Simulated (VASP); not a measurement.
Input of a VASP 6.6.1 run:

File INCAR:

```
PREC = Accurate
ENCUT = 520
EDIFF = 1E-6
ISMEAR = -1
SIGMA = 0.1
LREAL = False
LASPH = True
NELM = 80
ALGO = Normal
ISIF = 2
LWAVE = False
LCHARG = False
NBANDS = 13
```

File KPOINTS:

```
regular mesh
0
Gamma
  14 14 14
```

File POSCAR:

```
W
1.0
    2.5216642922      0.0000000000      0.0000000000
    0.0000000000      2.5216642922      0.0000000000
    0.0000000000      0.0000000000      2.5216642922
W
1
Direct
    0.0000000000      0.0000000000      0.0000000000
```

Potentials or basis: VASP PAW LDA potentials, release 64 (W_sv).

Run with:

```sh
$ cat potpaw_LDA.64/W_sv/POTCAR > POTCAR
$ mpirun -np 1 vasp_std > vasp.out
```

Question: Estimate the pressure.

Answer: 25.4 GPa.

Question: Estimate the band gap on the k mesh.

Answer: Zero (band 7 reaches 13.22 eV, above the bottom of band 8 at 10.10 eV).

Caveat: spin-orbit coupling is left out, which moves the levels of the heavy elements.
